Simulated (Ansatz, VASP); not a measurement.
Two plane-wave programs on WS2

Contents of INCAR:

```
PREC = Accurate
ENCUT = 520
EDIFF = 1E-6
ISMEAR = 0
SIGMA = 0.02
LREAL = False
LASPH = True
NELM = 60
ALGO = Normal
ISIF = 2
LWAVE = False
LCHARG = True
GGA = PS
LELF = True
LVHAR = True
NBANDS = 49
```

The input KPOINTS:

```
regular mesh
0
Gamma
  12 12 2
```

Contents of POSCAR:

```
WS2
1.0
    3.1944877703      0.0000000000      0.0000000000
   -1.5972438852      2.7665075612      0.0000000000
    0.0000000000      0.0000000000     18.9318532913
W S
3 6
Direct
    0.6666666667      0.3333333333      0.3326615218
    0.3333333333      0.6666666667      0.6659948551
    0.0000000000      0.0000000000      0.9993281884
    0.3333333333      0.6666666667      0.2507873883
    0.6666666667      0.3333333333      0.0811844233
    0.0000000000      0.0000000000      0.5841207216
    0.3333333333      0.6666666667      0.4145177566
    0.6666666667      0.3333333333      0.9174540549
    0.0000000000      0.0000000000      0.7478510900
```

Input for Ansatz:

```yaml
crystal:
  lattice:
    - [3.1944877703, 0.0, 0.0]
    - [-1.5972438852, 2.7665075612, 0.0]
    - [0.0, 0.0, 18.9318532913]
  atoms:
    - { symbol: W, position: [0.6666666667, 0.3333333333, 0.3326615218] }
    - { symbol: W, position: [0.3333333333, 0.6666666667, 0.6659948551] }
    - { symbol: W, position: [0.0, 0.0, 0.9993281884] }
    - { symbol: S, position: [0.3333333333, 0.6666666667, 0.2507873883] }
    - { symbol: S, position: [0.6666666667, 0.3333333333, 0.0811844233] }
    - { symbol: S, position: [0.0, 0.0, 0.5841207216] }
    - { symbol: S, position: [0.3333333333, 0.6666666667, 0.4145177566] }
    - { symbol: S, position: [0.6666666667, 0.3333333333, 0.9174540549] }
    - { symbol: S, position: [0.0, 0.0, 0.74785109] }
basis:
  ecutwfc: 420
kpoints:
  mp_grid: { grid: [12, 12, 2] }
  band_path: { path: [VBM, CBM], npoints: 2 }
hamiltonian:
  xc: pbesol
scf:
  occupations: { method: gaussian, width: 0.02 }
output:
  forces: true
  stress: true
  eigenvalues: true
checkpoint:
  read: start.run
  write: ck
  compress: false
  write_wavefunctions: false
  write_every: 100000
```

Alike in both runs: task single point; functional PBEsol; k mesh 12 × 12 × 2; occupations gaussian, width 0.02 eV; no spin polarisation.

```csv
,VASP,Ansatz
version,VASP 6.6.1,Ansatz 0.2.0
potentials or method,"VASP PAW PBE potentials, release 64 (W_sv, S), cutoff 520 eV","scalar-relativistic, plane waves, PAW"
valence electrons in the cell,78,78
```

|  | VASP | Ansatz | Ansatz less VASP |
| --- | --- | --- | --- |
| gap on the k mesh at the Fermi level (eV) | 1.04 | 1.02 | -0.019 |
| least direct gap on the mesh (eV) | 1.73 | 1.72 | -0.004 |
| pressure (GPa) | -2.7 | -2.8 | -0.10 |
| traceless stress, the component that is largest in VASP (GPa) | 2.77 | 2.75 | -0.018 |
| rms of the force components (eV/Å) | 0.010 | 0.000 | -0.0096 |

VASP's potentials were made for PBE, not for PBEsol. Atom by atom the forces differ by 0.010 eV/Å (rms over components).

Neither program's run includes spin-orbit coupling.
